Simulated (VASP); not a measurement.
# Ni (Fm-3m) in VASP: further runs, part 2 of 2

VASP 6.6.1.

**3. Single point, PBE, collinear spin, ferromagnetic start (volume scaled by 1.06)**

The input, INCAR:

```
PREC = Accurate ; ENCUT = 520
EDIFF = 1E-7 ; ISMEAR = -1
SIGMA = 0.05 ; LREAL = False
LASPH = True ; NELM = 150
ALGO = Normal ; ISIF = 2
LWAVE = False ; LCHARG = False
ISPIN = 2 ; MAGMOM = 1
LORBIT = 11 ; LMAXMIX = 4
GGA = PE ; NBANDS = 15
```

The input, KPOINTS:

```
Automatic mesh
0
Gamma
  13 13 13
```

The input, POSCAR:

```
Ni
1.0
    0.0000000000      1.7716516424      1.7716516424
    1.7716516424      0.0000000000      1.7716516424
    1.7716516424      1.7716516424      0.0000000000
Ni
1
Direct
    0.0000000000      0.0000000000      0.0000000000
```

Potentials or basis: VASP PAW PBE potentials, release 64 (Ni).

Command:

```sh
$ cat potpaw_PBE.64/Ni/POTCAR > POTCAR
$ mpirun -np 1 vasp_std > vasp.out
```

OUTCAR:

```text
PREC = Accurate
   ENCUT = 520
   EDIFF = 1E-7
   ISMEAR = -1
   LREAL = False
   LASPH = True
   NELM = 150
   ISIF = 2
   ISPIN = 2
   LORBIT = 11
   GGA = PE

 ion  position               nearest neighbor table
   1  0.000  0.000  0.000-

  LATTYP: Found a face centered cubic cell.
 ALAT       =     3.5433032848

  Lattice vectors:

 A1 = (   0.0000000000,   1.7716516424,   1.7716516424)
 A2 = (   1.7716516424,   0.0000000000,   1.7716516424)
 A3 = (   1.7716516424,   1.7716516424,   0.0000000000)

Analysis of symmetry for initial positions (statically):
=====================================================================
 Subroutine PRICEL returns:
 Original cell was already a primitive cell.

 Routine SETGRP: Setting up the symmetry group for a
 face centered cubic supercell.

 Subroutine GETGRP returns: Found 48 space group operations
 (whereof 48 operations were pure point group operations)
 out of a pool of 48 trial point group operations.

The static configuration has the point symmetry O_h .

Analysis of symmetry for dynamics (positions and initial velocities):
=====================================================================
 Subroutine PRICEL returns:
 Original cell was already a primitive cell.

 Routine SETGRP: Setting up the symmetry group for a
 face centered cubic supercell.

 Subroutine GETGRP returns: Found 48 space group operations
 (whereof 48 operations were pure point group operations)
 out of a pool of 48 trial point group operations.

The dynamic configuration has the point symmetry O_h .

Analysis of structural, dynamic, and magnetic symmetry:
=====================================================================
 Subroutine PRICEL returns:
 Original cell was already a primitive cell.

 Routine SETGRP: Setting up the symmetry group for a
 face centered cubic supercell.

 Subroutine GETGRP returns: Found 48 space group operations
 (whereof 48 operations were pure point group operations)
 out of a pool of 48 trial point group operations.

The overall configuration has the point symmetry O_h .

 Subroutine INISYM returns: Found 48 space group operations
 (whereof 48 operations are pure point group operations),
 and found     1 'primitive' translations

----------------------------------------------------------------------------------------

                                     Primitive cell

  volume of cell :      11.1215

  direct lattice vectors                    reciprocal lattice vectors
     0.000000000  1.771651642  1.771651642    -0.282222525  0.282222525  0.282222525
     1.771651642  0.000000000  1.771651642     0.282222525 -0.282222525  0.282222525
     1.771651642  1.771651642  0.000000000     0.282222525  0.282222525 -0.282222525

  length of vectors
     2.505493780  2.505493780  2.505493780     0.488823752  0.488823752  0.488823752

  position of ions in fractional coordinates (direct lattice)
     0.000000000  0.000000000  0.000000000

  ion indices of the primitive-cell ions
   primitive index   ion index
                 1           1

----------------------------------------------------------------------------------------

 KPOINTS: Automatic mesh

Automatic generation of k-mesh.
 Grid dimensions read from file:
 generate k-points for:   13   13   13

 Generating k-lattice:

  Cartesian coordinates                     Fractional coordinates (reciprocal lattice)
[... 63 lines left out ...]
   NSW    =      0    number of steps for IOM
   IBRION =     -1    ionic relax: 0-MD 1-quasi-New 2-CG
   NFREE  =      0    steps in history (QN), initial steepest desc. (CG)
   ISIF   =      2    stress and relaxation
   ISYM   =      2    0-nonsym 1-usesym 2-fastsym
   POTIM  = 0.5000    time-step for ionic-motion
   TEBEG  =    0.0;   TEEND  =   0.0 temperature during run
   PSTRESS=    0.0 pullay stress
   NELECT =      10.0000    total number of electrons
   NUPDOWN=      -1.0000    fix difference up-down
   EMIN   =  10.00;   EMAX   =-10.00  energy-range for DOS
   EFERMI =   0.00;   METHOD = LEGACY
   ISMEAR =    -1;   SIGMA  =   0.05  broadening in eV -4-tet -1-fermi 0-gaus
   EFERMI_NEDOS =   21; number of points for ismear=-14 and -15
   IALGO  =     38    algorithm
   IMIX   =      4    mixing-type and parameters
     AMIX     =   0.40;   BMIX     =  1.00
     AMIX_MAG =   1.60;   BMIX_MAG =  1.00
  volume/ion in A,a.u.               =      11.12        75.05
  Fermi-wavevector in a.u.,A,eV,Ry     =   1.580107  2.985969 33.970185  2.496738
  Thomas-Fermi vector in A             =   2.680385
   LORBIT       =     11    0 simple, 1 ext, 2 COOP (PROOUT), +10 PAW based schemes
   GGA     = PE    functional components
   LHFCALC =     F    Hartree Fock is set to
   AEXX    =    0.0000 exact exchange contribution
   IVDW    =     0    specifies the selected vdW correction
   LEPSILON=     F    determine dielectric tensor
   LRPA    =     F    only Hartree local field effects (RPA)
 spin polarized calculation
  energy-cutoff  :      520.00
  volume of cell :       11.12
 maximum number of plane-waves:       310
   NGX =  9   NGY =  9   NGZ =  9

 number of electron      10.0000009 magnetization       0.6270328

 Free energy of the ion-electron system (eV)
  ---------------------------------------------------
  ext. energy  EPLUGINS =         0.00000000
  ---------------------------------------------------
  free energy    TOTEN  =        -5.47700093 eV

  energy without entropy =       -5.46328508  energy(sigma->0) =       -5.47014301

 E-fermi :   9.0741     XC(G=0): -13.1262

 val. band max:        9.0693423733   @ k =  -0.3846   0.0769   0.0000
 cond. band min:       9.0817841546   @ k =   0.3846   0.3846   0.0000
 fundamental gap:      0.0124417813
 Fermi energy:         9.0741003999

 spin component 1

 k-point     1 :       0.0000    0.0000    0.0000
  band No.  band energies     occupation
      1       0.2097      1.00000
      2       6.6906      1.00000
      3       6.6906      1.00000
      4       6.6906      1.00000
      5       7.8343      1.00000
      6       7.8343      1.00000
      7      32.6024      0.00000
      8      36.2945      0.00000
      9      36.2945      0.00000
     10      36.2945      0.00000
     11      39.1633      0.00000
     12      39.1633      0.00000
     13      39.1633      0.00000
     14      42.1796      0.00000
[... 403 lines left out ...]
      4       7.0908      1.00000
      5       8.4879      0.99999
      6       9.8718      0.00000
      7      16.7970      0.00000
      8      27.6286      0.00000
      9      29.2224      0.00000
     10      31.3587      0.00000
     11      41.2584      0.00000
     12      41.4575      0.00000
     13      44.3264      0.00000
     14      47.5720      0.00000
     15      55.0898      0.00000

 [... further k-points ...]

 spin component 2

 k-point     1 :       0.0000    0.0000    0.0000
  band No.  band energies     occupation
      1       0.1757      1.00000
      2       7.4451      1.00000
      3       7.4451      1.00000
      4       7.4451      1.00000
      5       8.4170      1.00000
      6       8.4170      1.00000
      7      32.4414      0.00000
      8      36.2783      0.00000
      9      36.2783      0.00000
     10      36.2783      0.00000
     11      39.2645      0.00000
     12      39.2645      0.00000
     13      39.2645      0.00000
     14      42.0536      0.00000
[... 403 lines left out ...]
      4       7.7277      1.00000
      5       9.2374      0.03677
      6      10.3329      0.00000
      7      17.0562      0.00000
      8      27.6582      0.00000
      9      29.2956      0.00000
     10      31.4048      0.00000
     11      41.2304      0.00000
     12      41.4835      0.00000
     13      44.3747      0.00000
     14      47.7282      0.00000
     15      56.4453      0.00000

 [... further k-points ...]
[... 5 lines left out ...]
  --------------------------------------------------------------------------------------
  -------------------------------------------------------------------------------------
  Total       -0.2785251     -0.2785251     -0.2785251      0.0000000      0.0000000      0.0000000
  in kB      -40.1245269    -40.1245269    -40.1245269      0.0000000      0.0000000      0.0000000
  external PRESSURE =     -40.1245269 kB  Pullay stress =       0.0000000 kB

 VOLUME and BASIS-vectors are now :
 -----------------------------------------------------------------------------
  energy-cutoff  :      520.00
  volume of cell :       11.12
      direct lattice vectors                 reciprocal lattice vectors
     0.000000000  1.771651642  1.771651642    -0.282222525  0.282222525  0.282222525
     1.771651642  0.000000000  1.771651642     0.282222525 -0.282222525  0.282222525
     1.771651642  1.771651642  0.000000000     0.282222525  0.282222525 -0.282222525

 POSITION                                       TOTAL-FORCE (eV/Angst)
 -----------------------------------------------------------------------------------
      0.00000      0.00000      0.00000        -0.000000      0.000000     -0.000000
 -----------------------------------------------------------------------------------
    total drift:                               -0.000000     -0.000000     -0.000000

  FREE ENERGIE OF THE ION-ELECTRON SYSTEM (eV)
  ---------------------------------------------------
  free  energy   TOTEN  =        -5.4770009313 eV

  energy  without entropy=       -5.4632850833  energy(sigma->0) =       -5.47014301

 total charge

# of ion       s       p       d       tot
------------------------------------------
    1        0.488   0.478   8.305   9.272

 magnetization (x)

# of ion       s       p       d       tot
------------------------------------------
    1       -0.006  -0.024   0.670   0.640
```

OSZICAR:

```text
N       E                     dE             d eps       ncg     rms          rms(c)
DAV:   1     0.328510634898E+02    0.32851E+02   -0.41848E+03  5310   0.857E+02
DAV:   2    -0.504867048679E+01   -0.37900E+02   -0.35115E+02  5796   0.161E+02
DAV:   3    -0.648586297985E+01   -0.14372E+01   -0.14305E+01  6076   0.311E+01
DAV:   4    -0.649496607589E+01   -0.91031E-02   -0.90998E-02  6234   0.234E+00
DAV:   5    -0.649508939387E+01   -0.12332E-03   -0.12331E-03  6210   0.242E-01    0.973E+00
DAV:   6    -0.584771445388E+01    0.64737E+00   -0.13857E+01  7287   0.408E+01    0.615E+00
DAV:   7    -0.549362371769E+01    0.35409E+00   -0.25235E+00  6896   0.156E+01    0.183E+00
DAV:   8    -0.548008107045E+01    0.13543E-01   -0.22351E-02  6103   0.101E+00    0.927E-01
DAV:   9    -0.547753048786E+01    0.25506E-02   -0.19252E-03  8320   0.269E-01    0.246E-01
DAV:  10    -0.547700511129E+01    0.52538E-03   -0.54590E-04  8335   0.126E-01    0.324E-02
DAV:  11    -0.547700032610E+01    0.47852E-05   -0.20584E-05  7370   0.283E-02    0.322E-02
DAV:  12    -0.547700114318E+01   -0.81707E-06   -0.11549E-06  7254   0.695E-03    0.369E-03
DAV:  13    -0.547700095310E+01    0.19008E-06   -0.71911E-08  5046   0.259E-03    0.159E-03
DAV:  14    -0.547700093132E+01    0.21773E-07   -0.44087E-09  3752   0.671E-04
   1 F= -.54770009E+01 E0= -.54701430E+01  d E =-.137158E-01  mag=     0.6270
```

stdout:

```text
POSCAR found type information on POSCAR Ni
 POSCAR found :  1 types and       1 ions
 scaLAPACK will be used
 LDA part: xc-table for (Slater+PW92), standard interpolation
 POSCAR, INCAR and KPOINTS ok, starting setup
 FFT: planning ... GRIDC
 FFT: planning ... GRID_SOFT
 FFT: planning ... GRID
 WAVECAR not read
 entering main loop
```

Wall time 28 s (1 thread of AMD EPYC 7R13 (Zen 3), shared host); peak memory 0.11 GiB.

Results:

- Free energy: -5.4770 eV
- Pressure: -4.0 GPa
- Net moment: 0.63 μB per cell
- Site moments: Ni +0.64 μB
- Valence electrons inside the program's atomic spheres: Ni 9.27

Caveat: the cell differs from its parent crystal (volume scaled by 1.06).

**4. Single point, PBEsol**

This run uses another cell than the first one, of 10.49 Å³/atom, 0.980 times its volume.

The input, INCAR:

```
  PREC = Accurate
  ENCUT = 520
  EDIFF = 1E-6
  ISMEAR = -1
  SIGMA = 0.05
  LREAL = F
  LASPH = T
  NELM = 80
  ALGO = Normal
  ISIF = 2
  LWAVE = F
  LCHARG = F
  GGA = PS
  NBANDS = 11
```

The input, KPOINTS:

```
regular mesh
0
Gamma
  13 13 13
```

The input, POSCAR:

```
Ni
1.0
    0.0000000000      1.7375729330      1.7375729330
    1.7375729330      0.0000000000      1.7375729330
    1.7375729330      1.7375729330      0.0000000000
Ni
1
Direct
    0.0000000000      0.0000000000      0.0000000000
```

Potentials or basis: VASP PAW PBE potentials, release 64 (Ni).

Command:

```sh
$ cat potpaw_PBE.64/Ni/POTCAR > POTCAR
$ mpirun -np 1 vasp_std > vasp.out
```

OUTCAR:

```text
PREC = Accurate
   ENCUT = 520
   EDIFF = 1E-6
   ISMEAR = -1
   LREAL = F
   LASPH = T
   NELM = 80
   ISIF = 2
   GGA = PS

 ion  position               nearest neighbor table
   1  0.000  0.000  0.000-

  LATTYP: Found a face centered cubic cell.
 ALAT       =     3.4751458660

  Lattice vectors:

 A1 = (   0.0000000000,   1.7375729330,   1.7375729330)
 A2 = (   1.7375729330,   0.0000000000,   1.7375729330)
 A3 = (   1.7375729330,   1.7375729330,   0.0000000000)

Analysis of symmetry for initial positions (statically):
=====================================================================
 Subroutine PRICEL returns:
 Original cell was already a primitive cell.

 Routine SETGRP: Setting up the symmetry group for a
 face centered cubic supercell.

 Subroutine GETGRP returns: Found 48 space group operations
 (whereof 48 operations were pure point group operations)
 out of a pool of 48 trial point group operations.

The static configuration has the point symmetry O_h .

Analysis of symmetry for dynamics (positions and initial velocities):
[... 160 lines left out ...]
 val. band max:        9.5367640512   @ k =  -0.3846   0.3846   0.1538
 cond. band min:       9.5519640884   @ k =   0.4615   0.1538   0.0000
 fundamental gap:      0.0152000373
 Fermi energy:         9.5473201159

 k-point     1 :       0.0000    0.0000    0.0000
  band No.  band energies     occupation
      1       0.3884      2.00000
      2       7.5749      2.00000
      3       7.5749      2.00000
      4       7.5749      2.00000
      5       8.7538      2.00000
      6       8.7538      2.00000
      7      33.6581      0.00000
      8      37.8384      0.00000
      9      37.8384      0.00000
     10      37.8384      0.00000
     11      40.9472      0.00000
[... 309 lines left out ...]
 k-point    24 :       0.4615    0.1538    0.0000
  band No.  band energies     occupation
      1       5.2132      2.00000
      2       6.9899      2.00000
      3       7.5170      2.00000
      4       7.9577      2.00000
      5       9.5520      0.95359
      6      10.8163      0.00000
      7      17.9775      0.00000
      8      28.8998      0.00000
      9      30.6741      0.00000
     10      32.8405      0.00000
     11      42.9510      0.00000

 [... further k-points ...]
[... 5 lines left out ...]
  --------------------------------------------------------------------------------------
  -------------------------------------------------------------------------------------
  Total       -0.2212791     -0.2212791     -0.2212791     -0.0000000     -0.0000000      0.0000000
  in kB      -33.7902904    -33.7902904    -33.7902904     -0.0000000     -0.0000000      0.0000000
  external PRESSURE =     -33.7902904 kB  Pullay stress =       0.0000000 kB

 VOLUME and BASIS-vectors are now :
 -----------------------------------------------------------------------------
  energy-cutoff  :      520.00
  volume of cell :       10.49
      direct lattice vectors                 reciprocal lattice vectors
     0.000000000  1.737572933  1.737572933    -0.287757705  0.287757705  0.287757705
     1.737572933  0.000000000  1.737572933     0.287757705 -0.287757705  0.287757705
     1.737572933  1.737572933  0.000000000     0.287757705  0.287757705 -0.287757705

 POSITION                                       TOTAL-FORCE (eV/Angst)
 -----------------------------------------------------------------------------------
      0.00000      0.00000      0.00000        -0.000000     -0.000000     -0.000000
 -----------------------------------------------------------------------------------
    total drift:                                0.000000     -0.000000     -0.000000

  FREE ENERGIE OF THE ION-ELECTRON SYSTEM (eV)
  ---------------------------------------------------
  free  energy   TOTEN  =        -6.0939620983 eV

  energy  without entropy=       -6.0665510085  energy(sigma->0) =       -6.08025655
```

It took 6.6 s on 1 thread of Intel Xeon 6975P-C, shared host; peak memory 0.12 GiB.

Results:

| Quantity | Value |
| --- | --- |
| Free energy | -6.0940 eV |
| Pressure | -3.4 GPa |
| Band gap on the k mesh | zero (band 5 reaches 9.69 eV, above the bottom of band 6 at 8.70 eV) |

Caveat: the PAW data sets were made with another functional, which shifts forces and pressure a little; the run has no spin polarisation, though such a crystal can be magnetic.

**5. The runs side by side**

```tsv
level	spin	cell	gap on the mesh (eV)	pressure (GPa)	moment (μB)
PBE	collinear, ferromagnetic start	a = 2.474 Å, angles 60.0°, 1 atom	none	3.5	0.62
PBE	collinear, ferromagnetic start	a = 2.505 Å, angles 60.0°, 1 atom	none	-4.0	0.63
PBEsol	off	a = 2.457 Å, angles 60.0°, 1 atom	none	-3.4	-
```

Alike in all rows: task single point; potentials or basis VASP PAW PBE potentials, release 64 (Ni); k mesh 13 × 13 × 13; cutoff (eV) 520; smearing fermi-dirac 0.05 eV.

Caveats: the PAW data sets were made with another functional, which shifts forces and pressure a little (some runs).

Absolute energies hang on the potentials; compare differences alone.
